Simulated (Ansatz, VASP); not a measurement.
**Cr: VASP beside Ansatz**

```
Cr
1.0
     2.35895    0.00000    0.00000
    -1.17948    2.04291    0.00000
     0.00000    0.00000    4.15816
Cr
2
Cartesian
  0.0000 1.3619 1.0395
  1.1795 0.6810 3.1186
```

Change from the starting cell: volume scaled by 0.84, PAW files.

Alike in both runs: task single point; functional PBE; k mesh 17 × 17 × 9; occupations fermi-dirac, width 0.1 eV; no spin polarisation.

```csv
,VASP,Ansatz
version,VASP 6.6.1,Ansatz 0.2.0
potentials or method,"VASP PAW PBE potentials, release 64 (Cr_pv)","PAW with Ansatz's default frozen-core files, scalar-relativistic"
plane-wave cutoff (eV),520,420
valence electrons in the cell,24,28
```

|  | VASP | Ansatz | Ansatz less VASP |
| --- | --- | --- | --- |
| pressure (GPa) | 58.0 | 58.3 | +0.29 |
| traceless stress, the component that is largest in VASP (GPa) | -0.13 | 0.00 | +0.123 |

Both programs put the cell under a high pressure, so it lies far from rest at this level. The functional is the same, so the differences come from potentials, cutoffs and numerics. VASP's potentials hold 24 valence electrons a cell and Ansatz's 28, so a difference there can come from the potentials and not from the codes.
